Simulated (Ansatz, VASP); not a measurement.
# In4Ru: VASP beside Ansatz

```
CELL_PARAMETERS angstrom
-3.53500 3.53500 2.20000
3.53500 -3.53500 2.20000
3.53500 3.53500 -2.20000
ATOMIC_POSITIONS crystal
In 0.40000 0.80000 0.20000
In 0.20000 0.40000 0.60000
In 0.80000 0.60000 0.40000
In 0.60000 0.20000 0.80000
Ru 0.00000 0.00000 0.00000
```

Alike in both runs: task relaxation of cell and atoms; functional PBE; k mesh 4 × 4 × 4; occupations gaussian, width 0.2 eV; no spin polarisation.

|  | VASP | Ansatz |
| --- | --- | --- |
| version | VASP 6.6.1 | Ansatz 0.2.0 |
| potentials or method | VASP PAW PBE potentials, release 64 (In_d, Ru_pv), cutoff 600 eV | scalar-relativistic, plane waves, PAW |
| valence electrons in the cell | 66 | 68 |

```tsv
	VASP	Ansatz	Ansatz less VASP
gap on the k mesh at the Fermi level, each at its own relaxed structure (eV)	none	none	-
relaxed volume (Å³/atom)	21.15	21.24	+0.089
relaxed cell length with the largest relative difference (Å)	5.419	5.426	+0.0071
```

A gap of «none» marks a metal or a gap that the smearing closes. VASP's potentials hold 66 valence electrons a cell and Ansatz's 68, so a difference there can come from the potentials and not from the codes.

The k mesh is coarse, so the values compare programs but aren't converged.
